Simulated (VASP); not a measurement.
# Tc (P6_3/mmc) in VASP: notebook, part 2 of 2

VASP 6.6.1. Earlier steps stand in the parts before.

## 3. Single point, PBE

This run uses another cell than the first one, of 14.43 Å³/atom.

INCAR

```
  PREC = Accurate
  ENCUT = 520
  EDIFF = 1E-6
  ISMEAR = 0
  SIGMA = 0.1
  LREAL = F
  LASPH = T
  NELM = 80
  ALGO = Fast
  ISIF = 2
  LWAVE = F
  LCHARG = T
  GGA = PE
  LELF = T
  LVHAR = T
  NBANDS = 20
```

KPOINTS

```
regular mesh
0
Gamma
  18 18 10
```

POSCAR

```
Tc
1.0
    2.7519370168      0.0000000000      0.0000000000
   -1.3759685084      2.3832473662      0.0000000000
    0.0000000000      0.0000000000      4.4016526844
Tc
2
Direct
    0.3333333333      0.6666666667      0.2500000000
    0.6666666667      0.3333333333      0.7500000000
```

Potentials or basis: VASP PAW PBE potentials, release 64 (Tc_pv).

On the command line:

```console
$ cat potpaw_PBE.64/Tc_pv/POTCAR > POTCAR
$ mpirun -np 1 vasp_std > vasp.out
```

OUTCAR:

```text
PREC = Accurate
   ENCUT = 520
   EDIFF = 1E-6
   ISMEAR = 0
   LREAL = F
   LASPH = T
   NELM = 80
   ISIF = 2
   GGA = PE

 ion  position               nearest neighbor table
   1  0.333  0.667  0.250-   2 2.71   2 2.71   2 2.71   2 2.71   2 2.71   2 2.71
   2  0.667  0.333  0.750-   1 2.71   1 2.71   1 2.71   1 2.71   1 2.71   1 2.71

  LATTYP: Found a hexagonal cell.
 ALAT       =     2.7519370168
 C/A-ratio  =     1.5994743548

  Lattice vectors:

[... 190 lines left out ...]
      1     -26.9272      2.00000
      2     -25.8543      2.00000
      3     -25.8543      2.00000
      4     -25.6704      2.00000
      5     -25.6704      2.00000
      6     -25.6261      2.00000
[... 541 lines left out ...]
     19      23.9638      0.00000
     20      24.6808      0.00000

 [... further k-points ...]
[... 5 lines left out ...]
  --------------------------------------------------------------------------------------
  -------------------------------------------------------------------------------------
  Total       -0.1128857     -0.1128857     -0.1185938      0.0000000      0.0000000      0.0000000
  in kB       -6.2650753     -6.2650753     -6.5818706      0.0000000      0.0000000      0.0000000
  external PRESSURE =      -6.3706738 kB  Pullay stress =       0.0000000 kB

 VOLUME and BASIS-vectors are now :
 -----------------------------------------------------------------------------
  energy-cutoff  :      520.00
  volume of cell :       28.87
      direct lattice vectors                 reciprocal lattice vectors
     2.751937017  0.000000000  0.000000000     0.363380409  0.209797777  0.000000000
    -1.375968508  2.383247366  0.000000000     0.000000000  0.419595554  0.000000000
     0.000000000  0.000000000  4.401652684     0.000000000  0.000000000  0.227187393

 POSITION                                       TOTAL-FORCE (eV/Angst)
 -----------------------------------------------------------------------------------
     -0.00000      1.58883      1.10041         0.000000      0.000000      0.000000
      1.37597      0.79442      3.30124        -0.000000     -0.000000      0.000000
 -----------------------------------------------------------------------------------
    total drift:                               -0.000000      0.000000     -0.000000

  FREE ENERGIE OF THE ION-ELECTRON SYSTEM (eV)
  ---------------------------------------------------
  free  energy   TOTEN  =       -20.7077869413 eV

  energy  without entropy=      -20.6989458154  energy(sigma->0) =      -20.70336638
```

OSZICAR:

```text
N       E                     dE             d eps       ncg     rms          rms(c)
DAV:   1     0.313352391021E+03    0.31335E+03   -0.16392E+04  8904   0.137E+03
DAV:   2    -0.145133645441E+02   -0.32787E+03   -0.32078E+03  9440   0.409E+02
DAV:   3    -0.221232308909E+02   -0.76099E+01   -0.75689E+01 10188   0.734E+01
DAV:   4    -0.221690368079E+02   -0.45806E-01   -0.45801E-01  9788   0.626E+00
DAV:   5    -0.221694812236E+02   -0.44442E-03   -0.44441E-03 10068   0.599E-01    0.233E+01
RMM:   6    -0.208569307549E+02    0.13126E+01   -0.23331E+00  9031   0.125E+01    0.753E+00
RMM:   7    -0.207149993374E+02    0.14193E+00   -0.62603E-01  9452   0.626E+00    0.702E-01
RMM:   8    -0.207085265985E+02    0.64727E-02   -0.45005E-02  9584   0.188E+00    0.576E-01
RMM:   9    -0.207077340843E+02    0.79251E-03   -0.56377E-03 10006   0.739E-01    0.556E-02
RMM:  10    -0.207078176463E+02   -0.83562E-04   -0.10259E-03 10287   0.315E-01    0.420E-02
RMM:  11    -0.207077867428E+02    0.30903E-04   -0.75469E-05  9934   0.807E-02    0.818E-03
RMM:  12    -0.207077877765E+02   -0.10337E-05   -0.11178E-05 10037   0.316E-02    0.949E-03
RMM:  13    -0.207077869413E+02    0.83523E-06   -0.21296E-06  6533   0.127E-02
   1 F= -.20707787E+02 E0= -.20703366E+02  d E =-.884113E-02
```

It took 42 s on 1 thread of Intel Xeon 6975P-C (Granite Rapids), shared host; peak memory 0.21 GiB.

What came out:

| Quantity | Value |
| --- | --- |
| Free energy | -20.7078 eV |
| Pressure | -0.6 GPa |
| Band gap on the k mesh | zero (bands 13 and 14 overlap by 3.36 eV) |

Levels at points of the mesh, in eV from the Fermi level:
```tsv
k point	band 9	band 10	band 11	band 12	band 13	band 14	band 15	band 16	band 17	band 18
(0.00, 0.00, 0.00)	-1.51	-1.51	-1.41	-0.80	-0.80	-0.12	-0.12	1.70	2.52	2.52
(0.50, 0.00, 0.00)	-4.52	-1.87	-1.09	-0.92	-0.46	2.89	3.31	3.32	5.26	7.05
(0.00, 0.00, 0.50)	-1.83	-1.83	-1.65	-1.65	-1.65	-1.65	1.86	1.86	1.86	1.86
(0.50, 0.00, 0.50)	-3.61	-3.61	0.15	0.15	1.42	1.42	3.15	3.15	4.34	4.34
```

## 4. Single point, PBE

This run uses another cell than the first one, of 14.46 Å³/atom.

INCAR

```
PREC = Accurate
ENCUT = 520
EDIFF = 1E-7
ISMEAR = -1
SIGMA = 0.15
LREAL = F
LASPH = T
NELM = 80
ALGO = Normal
ISIF = 2
LWAVE = F
LCHARG = F
GGA = PE
NBANDS = 20
```

KPOINTS

```
Automatic mesh
0
Gamma
  18 18 10
```

POSCAR

```
Tc
1.0
    2.7556810690      0.0000000000      0.0000000000
   -1.3778405345      2.3864898105      0.0000000000
    0.0000000000      0.0000000000      4.3990331678
Tc
2
Direct
    0.3333333333      0.6666666667      0.2500000000
    0.6666666667      0.3333333333      0.7500000000
```

On the command line:

```console
$ cat potpaw_PBE.64/Tc_pv/POTCAR > POTCAR
$ mpirun -np 1 vasp_std > vasp.out
```

It took 37 s on 1 thread of Intel Xeon 6975P-C (Granite Rapids), shared host; peak memory 0.22 GiB.

Results (log left out):

```
Free energy            : -20.7778 eV
Pressure               : -0.6 GPa
Band gap on the k mesh : zero (bands 13 and 14 overlap by 3.36 eV)
```

Levels at points of the mesh, in eV from the Fermi level:
| k point | band 9 | band 10 | band 11 | band 12 | band 13 | band 14 | band 15 | band 16 | band 17 | band 18 |
| --- | --- | --- | --- | --- | --- | --- | --- | --- | --- | --- |
| (0.00, 0.00, 0.00) | -1.54 | -1.54 | -1.42 | -0.82 | -0.82 | -0.17 | -0.17 | 1.69 | 2.48 | 2.48 |
| (0.50, 0.00, 0.00) | -4.54 | -1.91 | -1.11 | -0.96 | -0.48 | 2.83 | 3.26 | 3.27 | 5.21 | 6.99 |
| (0.00, 0.00, 0.50) | -1.84 | -1.84 | -1.68 | -1.68 | -1.68 | -1.68 | 1.82 | 1.82 | 1.82 | 1.82 |
| (0.50, 0.00, 0.50) | -3.62 | -3.62 | 0.11 | 0.11 | 1.38 | 1.38 | 3.09 | 3.09 | 4.29 | 4.29 |

## 5. The runs side by side

```tsv
cell	k mesh	smearing	gap on the mesh (eV)	pressure (GPa)
a = 2.740, b = 2.740, c = 4.398 Å, angles 90.0, 90.0, 120.0°, 2 atoms	9 × 9 × 4	gaussian 0.1 eV	none	2.3
a = 2.752, b = 2.752, c = 4.402 Å, angles 90.0, 90.0, 120.0°, 2 atoms	18 × 18 × 10	gaussian 0.1 eV	none	-0.6
a = 2.756, b = 2.756, c = 4.399 Å, angles 90.0, 90.0, 120.0°, 2 atoms	18 × 18 × 10	fermi-dirac 0.15 eV	none	-0.6
```

Alike in all rows: task single point; level PBE; potentials or basis VASP PAW PBE potentials, release 64 (Tc_pv); no spin polarisation; cutoff (eV) 520.

Total energies depend on the potentials used, so only differences within one code and one set of settings carry meaning.
